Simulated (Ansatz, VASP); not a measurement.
ZnS: VASP beside Ansatz

```
Zn S
1.0
     0.00000    2.69420    2.69420
     2.69420    0.00000    2.69420
     2.69420    2.69420    0.00000
Zn S
1 1
Direct
  0.00000 0.00000 0.00000
  0.75000 0.75000 0.75000
```

Alike in both runs: functional r2SCAN; k mesh 8 × 8 × 8; occupations gaussian, width 0.02 eV; no spin polarisation.

Ansatz relaxed the structure, and its values are those at the end. VASP's run is a single point on that final structure, the one shown.

```csv
,VASP,Ansatz
version,VASP 6.6.1,Ansatz 0.2.0
potentials or method,"VASP PAW PBE potentials, release 64 (Zn, S), cutoff 520 eV","scalar-relativistic, plane waves, PAW"
valence electrons in the cell,18,18
```

Ansatz gave:

```
gap on the k mesh at the Fermi level (eV) : 2.70
least direct gap on the mesh (eV)         : 2.70
pressure (GPa)                            : 0.0
```

Problem. Estimate VASP's values.

Solution. gap on the k mesh at the Fermi level (eV): 2.72; least direct gap on the mesh (eV): 2.72; pressure (GPa): 0.1.

VASP's potentials were made for PBE, not for r2SCAN.
